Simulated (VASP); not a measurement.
Here is a VASP 6.6.1 calculation.

The input INCAR:

```
PREC     = Accurate       # precision mode
ENCUT    = 500            # plane-wave cutoff, eV
EDIFF    = 1E-6           # SCF threshold, eV
ISMEAR   = 0              # smearing method
SIGMA    = 0.05           # smearing width, eV
LREAL    = False          # projectors in reciprocal space
LASPH    = True           # aspherical terms in the spheres
NELM     = 120            # most SCF steps
ALGO     = Normal         # electronic algorithm
ISIF     = 2              # what is computed and relaxed
LWAVE    = False          # write WAVECAR
LCHARG   = True           # write CHGCAR
GGA      = PE             # functional
LELF     = True           # ELF
LVHAR    = True         
NBANDS   = 13             # bands
GGA_COMPAT= False
```

The input KPOINTS:

```
regular mesh
0
Gamma
  10 10 10
```

The input POSCAR:

```
Ru
1.0
   -1.5537761778      1.5537761778      1.5537761778
    1.5537761778     -1.5537761778      1.5537761778
    1.5537761778      1.5537761778     -1.5537761778
Ru
1
Direct
    0.0000000000      0.0000000000      0.0000000000
```

Potentials or basis: VASP PAW PBE potentials, release 64 (Ru_pv).

Run with:

```console
$ cat potpaw_PBE.64/Ru_pv/POTCAR > POTCAR
$ mpirun -np 1 vasp_std > vasp.out
```

Problem. Predict the pressure.

Solution. -13.1 GPa.

Problem. Predict the band gap on the k mesh.

Solution. Zero (band 7 reaches 12.86 eV, above the bottom of band 8 at 9.95 eV).
